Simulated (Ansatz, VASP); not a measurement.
One calculation of InSe, two programs

```
In Se
1.0
     2.00000    1.15470    8.39984
    -2.00000    1.15470    8.39984
     0.00000   -2.30940    8.39984
In Se
2 2
Direct
  0.00000 0.00000 0.00000
  0.11220 0.11220 0.11220
  0.61550 0.61550 0.61550
  0.83000 0.83000 0.83000
```

Change from the starting cell: zz strain of +1 %, PAW files.

Alike in both runs: task electric field gradients; functional PBEsol; k mesh 7 × 7 × 7; occupations fermi-dirac, width 0.01 eV; no spin polarisation.

|  | VASP | Ansatz |
| --- | --- | --- |
| version | VASP 6.6.1 | Ansatz 0.2.0 |
| potentials or method | VASP PAW PBE potentials, release 64 (In_d, Se) | PAW with Ansatz's default frozen-core files, scalar-relativistic |
| plane-wave cutoff (eV) | 520 | 420 |
| valence electrons in the cell | 38 | 58 |

```tsv
	VASP	Ansatz	Ansatz less VASP
gap on the k mesh at the Fermi level (eV)	0.67	0.68	+0.009
pressure (GPa)	-0.2	-0.2	-0.06
traceless stress, the component that is largest in VASP (GPa)	-0.78	-0.77	+0.011
rms of the force components (eV/Å)	0.089	0.084	-0.0049
size of Vzz on the site where it differs most (V/Å²)	98.4	100.8	+2.43
```

VASP's potentials were made for PBE, not for PBEsol. Atom by atom the forces differ by 0.011 eV/Å (rms over components). With one functional, cell and mesh, what is left measures potentials, basis and numerics. VASP's potentials hold 38 valence electrons a cell and Ansatz's 58, so a difference there can come from the potentials and not from the codes.
